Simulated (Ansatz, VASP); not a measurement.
Sb in VASP and in Ansatz

The input INCAR:

```
SYSTEM = Sb
ALGO = Normal
EDIFF = 1E-6
ENCUT = 520
GGA = PE
ISIF = 2
ISMEAR = -1
LASPH = .True.
LCHARG = .False.
LREAL = .False.
LWAVE = .False.
NBANDS = 12
NELM = 100
PREC = Accurate
SIGMA = 0.08
```

Contents of KPOINTS:

```
k-points
0
Gamma
  15 15 15
  0 0 0
```

File POSCAR:

```
Sb
1.0
   -2.6249834277      2.6249834277      1.3919810041
    2.6249834277     -2.6249834277      1.3919810041
    2.6249834277      2.6249834277     -1.3919810041
Sb
2
Direct
   -0.3750000000     -0.1250000000     -0.2500000000
    0.3750000000      0.1250000000      0.2500000000
```

Input for Ansatz:

```yaml
crystal:
  lattice:
    - [-2.6249834277, 2.6249834277, 1.3919810041]
    - [2.6249834277, -2.6249834277, 1.3919810041]
    - [2.6249834277, 2.6249834277, -1.3919810041]
  atoms:
    - { symbol: Sb, position: [-0.375, -0.125, -0.25] }
    - { symbol: Sb, position: [0.375, 0.125, 0.25] }
kpoints:
  mp_grid: { grid: [15, 15, 15] }
scf:
  occupations: { method: fermi_dirac, width: 0.08 }
hamiltonian:
  xc: pbe
  pseudopotentials: { kind: paw }
output:
  forces: true
  stress: true
  eigenvalues: true
  populations: true
```

Change from the starting cell: volume scaled by 0.65, PAW files.

Alike in both runs: task single point; functional PBE; k mesh 15 × 15 × 15; occupations fermi-dirac, width 0.08 eV; no spin polarisation.

|  | VASP | Ansatz |
| --- | --- | --- |
| version | VASP 6.6.1 | Ansatz 0.2.0 |
| potentials or method | VASP PAW PBE potentials, release 64 (Sb) | PAW with Ansatz's default frozen-core files, scalar-relativistic |
| plane-wave cutoff (eV) | 520 | 420 |
| valence electrons in the cell | 10 | 30 |

|  | VASP | Ansatz | Ansatz less VASP |
| --- | --- | --- | --- |
| pressure (GPa) | 64.8 | 63.7 | -1.02 |

Both programs put the cell under a high pressure, so it lies far from rest at this level. The functional is the same, so the differences come from potentials, cutoffs and numerics. VASP's potentials hold 10 valence electrons a cell and Ansatz's 30, so a difference there can come from the potentials and not from the codes.

Spin-orbit coupling is off throughout. Noted on VASP's run: the cell as given lies far from equilibrium.
